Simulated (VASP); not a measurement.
# CuO2 (Fm-3m) in VASP: a series of runs

The runs below take CuO2 through single point, with PBE+U.

Program: VASP 6.6.1. These are calculated values, not measurements. Logs are shortened: lines on timing, memory, paths and dates and some standing lists are left out, and cuts for length are marked.

### Step 1. The cell of the first run

It takes space group Fm-3m (No. 225, cubic). Conventional cell: a = 4.538 Å, b = 4.538 Å, c = 4.538 Å, α = 90.00°, β = 90.00°, γ = 90.00°. Within 2.6 Å of Cu (site symmetry m-3m) lie 8 O at 1.96 Å. O (site symmetry -43m) has 4 Cu at 1.96 Å and 6 O at 2.27 Å within 2.6 Å.

### Step 2. Single point, PBE+U

Input file INCAR:

```
ALGO = Normal
EDIFF = 1E-6
ENCUT = 820
GGA = PE
GGA_COMPAT = False
ISIF = 2
ISMEAR = 0
LASPH = True
LCHARG = False
LDAU = True
LDAUJ = 0 0
LDAUL = 2 -1
LDAUPRINT = 1
LDAUTYPE = 2
LDAUU = 4 0
LMAXMIX = 4
LREAL = False
LWAVE = False
NBANDS = 22
NELM = 200
PREC = Accurate
SIGMA = 0.1
```

Input file KPOINTS:

```
k-points
0
Gamma
  14 14 14
```

Input file POSCAR:

```
CuO2
1.0
    0.0000000000      2.2689453019      2.2689453019
    2.2689453019      0.0000000000      2.2689453019
    2.2689453019      2.2689453019      0.0000000000
Cu O
1 2
Direct
    0.0000000000      0.0000000000      0.0000000000
    0.2500000000      0.2500000000      0.2500000000
    0.7500000000      0.7500000000      0.7500000000
```

Potentials or basis: VASP PAW PBE potentials, release 64 (Cu_sv_GW, O).

Started as:

```bash
$ cat potpaw_PBE.64/Cu_sv_GW/POTCAR potpaw_PBE.64/O/POTCAR > POTCAR
$ mpirun -np 1 vasp_std > vasp.out
```

OUTCAR:

```text
EDIFF = 1E-6
   ENCUT = 820
   GGA = PE
   ISIF = 2
   ISMEAR = 0
   LASPH = True
   LREAL = False
   NELM = 200
   PREC = Accurate

 ion  position               nearest neighbor table
   1  0.000  0.000  0.000-   3 1.96   3 1.96   3 1.96   2 1.96   2 1.96   2 1.96   3 1.96   2 1.96

   2  0.250  0.250  0.250-   1 1.96   1 1.96   1 1.96   1 1.96
   3  0.750  0.750  0.750-   1 1.96   1 1.96   1 1.96   1 1.96

  LATTYP: Found a face centered cubic cell.
 ALAT       =     4.5378906038

  Lattice vectors:

 A1 = (   0.0000000000,   2.2689453019,   2.2689453019)
 A2 = (   2.2689453019,   0.0000000000,   2.2689453019)
 A3 = (   2.2689453019,   2.2689453019,   0.0000000000)

Analysis of symmetry for initial positions (statically):
=====================================================================
 Subroutine PRICEL returns:
 Original cell was already a primitive cell.

 Routine SETGRP: Setting up the symmetry group for a
 face centered cubic supercell.

 Subroutine GETGRP returns: Found 48 space group operations
 (whereof 48 operations were pure point group operations)
 out of a pool of 48 trial point group operations.

The static configuration has the point symmetry O_h .

Analysis of symmetry for dynamics (positions and initial velocities):
=====================================================================
 Subroutine PRICEL returns:
 Original cell was already a primitive cell.

 Routine SETGRP: Setting up the symmetry group for a
 face centered cubic supercell.

 Subroutine GETGRP returns: Found 48 space group operations
 (whereof 48 operations were pure point group operations)
 out of a pool of 48 trial point group operations.

The dynamic configuration has the point symmetry O_h .

 Subroutine INISYM returns: Found 48 space group operations
 (whereof 48 operations are pure point group operations),
 and found     1 'primitive' translations
[... 137 lines left out ...]
 NGX is ok and might be reduce to    30
   NGX = 15   NGY = 15   NGZ = 15

atom =   1  type =  1  l = 2

 onsite density matrix

spin component  1

  0.8438  0.0000 -0.0000 -0.0000 -0.0000
  0.0000  0.8438 -0.0000 -0.0000  0.0000
 -0.0000 -0.0000  0.9464  0.0000 -0.0000
 -0.0000 -0.0000  0.0000  0.8438 -0.0000
 -0.0000  0.0000 -0.0000 -0.0000  0.9464

spin component  2

  0.8438  0.0000 -0.0000 -0.0000 -0.0000
  0.0000  0.8438 -0.0000 -0.0000  0.0000
 -0.0000 -0.0000  0.9464  0.0000 -0.0000
 -0.0000 -0.0000  0.0000  0.8438 -0.0000
 -0.0000  0.0000 -0.0000 -0.0000  0.9464

 occupancies and eigenvectors

  o =  0.8438  v =  0.0000  0.9980  0.0000  0.0634 -0.0000  0.0000  0.0000  0.0000  0.0000  0.0000      0.0000  0.0000  0.0000  0.0000  0.0000  0.0000  0.0000  0.0000  0.0000  0.0000
  o =  0.8438  v =  0.0000  0.0000  0.0000  0.0000  0.0000  0.0000  0.9980  0.0000  0.0634 -0.0000      0.0000  0.0000  0.0000  0.0000  0.0000  0.0000  0.0000  0.0000  0.0000  0.0000
  o =  0.8438  v =  0.0000  0.0634 -0.0000 -0.9980 -0.0000  0.0000  0.0000  0.0000  0.0000  0.0000      0.0000  0.0000  0.0000  0.0000  0.0000  0.0000  0.0000  0.0000  0.0000  0.0000
  o =  0.8438  v =  0.0000  0.0000  0.0000  0.0000  0.0000  1.0000  0.0000  0.0000  0.0000  0.0000      0.0000  0.0000  0.0000  0.0000  0.0000  0.0000  0.0000  0.0000  0.0000  0.0000
  o =  0.8438  v =  1.0000  0.0000  0.0000  0.0000  0.0000  0.0000  0.0000  0.0000  0.0000  0.0000      0.0000  0.0000  0.0000  0.0000  0.0000  0.0000  0.0000  0.0000  0.0000  0.0000
  o =  0.8438  v =  0.0000  0.0000  0.0000  0.0000  0.0000  0.0000  0.0634 -0.0000 -0.9980 -0.0000      0.0000  0.0000  0.0000  0.0000  0.0000  0.0000  0.0000  0.0000  0.0000  0.0000
  o =  0.9464  v =  0.0000 -0.0000  0.1228 -0.0000 -0.9924  0.0000  0.0000  0.0000  0.0000  0.0000      0.0000  0.0000  0.0000  0.0000  0.0000  0.0000  0.0000  0.0000  0.0000  0.0000
  o =  0.9464  v =  0.0000  0.0000  0.0000  0.0000  0.0000  0.0000 -0.0000  0.1228 -0.0000 -0.9924      0.0000  0.0000  0.0000  0.0000  0.0000  0.0000  0.0000  0.0000  0.0000  0.0000
  o =  0.9464  v =  0.0000  0.0000  0.0000  0.0000  0.0000  0.0000 -0.0000  0.9924 -0.0000  0.1228      0.0000  0.0000  0.0000  0.0000  0.0000  0.0000  0.0000  0.0000  0.0000  0.0000
  o =  0.9464  v =  0.0000 -0.0000  0.9924 -0.0000  0.1228  0.0000  0.0000  0.0000  0.0000  0.0000      0.0000  0.0000  0.0000  0.0000  0.0000  0.0000  0.0000  0.0000  0.0000  0.0000

 number of electron      31.0000010 magnetization

 Free energy of the ion-electron system (eV)
  ---------------------------------------------------
  ext. energy  EPLUGINS =         0.00000000
  ---------------------------------------------------
  free energy    TOTEN  =       -10.33289628 eV

  energy without entropy =      -10.28525829  energy(sigma->0) =      -10.30907729

 E-fermi :   6.6594     XC(G=0): -13.2398

 val. band max:        6.6591234240   @ k =   0.3571   0.0000   0.0000
 cond. band min:       6.6610243899   @ k =   0.4286   0.0714   0.0000
 fundamental gap:      0.0019009659
 Fermi energy:         6.6594168139

 k-point     1 :       0.0000    0.0000    0.0000
  band No.  band energies     occupation
      1    -105.9456      2.00000
      2     -63.3211      2.00000
      3     -63.3211      2.00000
      4     -63.3211      2.00000
      5     -14.8920      2.00000
      6      -9.3186      2.00000
[... 589 lines left out ...]
     21      22.0851      0.00000
     22      26.3381      0.00000

 [... further k-points ...]

------------------------ aborting loop because EDIFF is reached ----------------------------------------

  FORCE on cell =-STRESS in cart. coord.  units (eV):
  Direction    XX          YY          ZZ          XY          YZ          ZX
  --------------------------------------------------------------------------------------
  -------------------------------------------------------------------------------------
  Total        7.1788649      7.1788649      7.1788649      0.0000000      0.0000000     -0.0000000
  in kB      492.3390533    492.3390533    492.3390533      0.0000000      0.0000000     -0.0000000
  external PRESSURE =     492.3390533 kB  Pullay stress =       0.0000000 kB

 VOLUME and BASIS-vectors are now :
 -----------------------------------------------------------------------------
  energy-cutoff  :      820.00
  volume of cell :       23.36
      direct lattice vectors                 reciprocal lattice vectors
     0.000000000  2.268945302  2.268945302    -0.220366705  0.220366705  0.220366705
     2.268945302  0.000000000  2.268945302     0.220366705 -0.220366705  0.220366705
     2.268945302  2.268945302  0.000000000     0.220366705  0.220366705 -0.220366705

 POSITION                                       TOTAL-FORCE (eV/Angst)
 -----------------------------------------------------------------------------------
      0.00000      0.00000      0.00000         0.000000      0.000000      0.000000
      1.13447      1.13447      1.13447        -0.000000     -0.000000     -0.000000
      3.40342      3.40342      3.40342         0.000000      0.000000      0.000000
 -----------------------------------------------------------------------------------
    total drift:                                0.000000     -0.000000     -0.000000

  FREE ENERGIE OF THE ION-ELECTRON SYSTEM (eV)
  ---------------------------------------------------
  free  energy   TOTEN  =       -10.3328962820 eV

  energy  without entropy=      -10.2852582898  energy(sigma->0) =      -10.30907729
```

It took 1.8 min on 1 thread of Intel Xeon Platinum 8488C (Sapphire Rapids), shared host; peak memory 0.26 GiB.

Results:

```
Free energy            : -10.3329 eV
Pressure               : 49.2 GPa
Band gap on the k mesh : zero (an odd number of electrons rules out a gap without spin polarisation)
```

Levels at points of the mesh, in eV from the Fermi level:
```tsv
k point	band 11	band 12	band 13	band 14	band 15	band 16	band 17	band 18	band 19	band 20
(0.00, 0.00, 0.00)	-4.25	-1.30	-1.30	-1.30	-0.07	-0.07	-0.07	7.69	12.63	12.63
(0.50, 0.00, 0.00)	-4.06	-4.06	-3.62	-3.62	-2.55	0.03	0.03	11.75	12.07	17.58
(0.50, 0.50, 0.00)	-4.70	-4.01	-3.56	-2.80	0.05	0.83	0.83	9.41	14.13	14.37
```

Eigenvalues of the final occupation matrices:
| site | spin | trace | eigenvalues |
| --- | --- | --- | --- |
| site 1 d | 1 | 4.42 | 0.84 0.84 0.84 0.95 0.95 |
| site 1 d | 2 | 4.42 | 0.84 0.84 0.84 0.95 0.95 |

Caveat: the cell stands under pressure; an odd number of electrons without spin polarisation forces a metal; a magnetic or distorted state may lie lower; U without spin polarisation on a metal has little footing.

### Step 3. Single point, PBE+U

This run uses another cell than the first one, of 9.60 Å³/atom.

Input file INCAR:

```
SYSTEM = CuO2
PREC = Accurate
ENCUT = 820
EDIFF = 1E-6
ISMEAR = 0
SIGMA = 0.1
LREAL = .False.
LASPH = .True.
NELM = 200
ALGO = Normal
ISIF = 2
LWAVE = .False.
LCHARG = .False.
LMAXMIX = 4
LDAU = .True.
LDAUTYPE = 2
LDAUL = 2 -1
LDAUU = 4 0
LDAUJ = 0 0
LDAUPRINT = 1
GGA = PE
NBANDS = 22
GGA_COMPAT = .False.
```

Input file KPOINTS:

```
regular mesh
0
Gamma
  14 14 14
  0 0 0
```

Input file POSCAR:

```
CuO2
1.0
    0.0000000000      2.4330560762      2.4330560762
    2.4330560762      0.0000000000      2.4330560762
    2.4330560762      2.4330560762      0.0000000000
Cu O
1 2
Direct
    0.0000000000      0.0000000000      0.0000000000
    0.2500000000      0.2500000000      0.2500000000
    0.7500000000      0.7500000000      0.7500000000
```

Potentials or basis: VASP PAW PBE potentials, release 64 (Cu_sv_GW, O).

Started as:

```bash
$ cat potpaw_PBE.64/Cu_sv_GW/POTCAR potpaw_PBE.64/O/POTCAR > POTCAR
$ mpirun -np 1 vasp_std > vasp.out
```

Run time: 78 s. Hardware: 1 thread of Intel Xeon Platinum 8559C (Emerald Rapids), shared host; peak memory 0.29 GiB.

It converged, with:

* Free energy: -10.9737 eV
* Pressure: -2.9 GPa
* Band gap on the k mesh: zero (an odd number of electrons rules out a gap without spin polarisation)

Levels at points of the mesh, in eV from the Fermi level:
```
           k point  band 13  band 14  band 15  band 16  band 17  band 18  band 19  band 20
(0.00, 0.00, 0.00)    -0.92    -0.92    -0.11    -0.11    -0.11     5.84    12.16    12.16
(0.50, 0.00, 0.00)    -2.67    -2.67    -2.26     0.00     0.00     9.78    10.95    15.70
(0.50, 0.50, 0.00)    -2.84    -2.40     0.09     0.64     0.64     8.81    12.11    12.73
```

Eigenvalues of the final occupation matrices:
```tsv
site	spin	trace	eigenvalues
site 1 d	1	4.42	0.84 0.84 0.84 0.95 0.95
site 1 d	2	4.42	0.84 0.84 0.84 0.95 0.95
```

Caveat: an odd number of electrons without spin polarisation forces a metal; a magnetic or distorted state may lie lower; U without spin polarisation on a metal has little footing.
